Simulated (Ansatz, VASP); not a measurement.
Two plane-wave programs on CaO

```
CELL_PARAMETERS angstrom
0.00000 2.44900 2.37553
2.44900 0.00000 2.37553
2.44900 2.44900 0.00000
ATOMIC_POSITIONS crystal
Ca 0.00000 0.00000 0.00000
O 0.50000 0.50000 0.50000
```

Change from the starting cell: strain +0.000 along x and y, -0.030 along z, atoms carried along.

Alike in both runs: task single point; functional PBE; k mesh 8 × 8 × 8; occupations gaussian, width 0.05 eV; no spin polarisation.

```csv
,VASP,Ansatz
version,VASP 6.6.1,Ansatz 0.2.0
potentials or method,"VASP PAW PBE potentials, release 64 (Ca_sv, O), cutoff 520 eV","scalar-relativistic, plane waves, PAW"
valence electrons in the cell,16,16
```

Ansatz gave:

```
gap on the k mesh at the Fermi level (eV)                     : 3.55
least direct gap on the mesh (eV)                             : 4.02
pressure (GPa)                                                : -0.9
traceless stress, the component that is largest in VASP (GPa) : 2.90
```

**Question.** What did VASP give for the same quantities?

**Answer.** gap on the k mesh at the Fermi level (eV): 3.53; least direct gap on the mesh (eV): 4.00; pressure (GPa): -0.4; traceless stress, the component that is largest in VASP (GPa): 3.04.
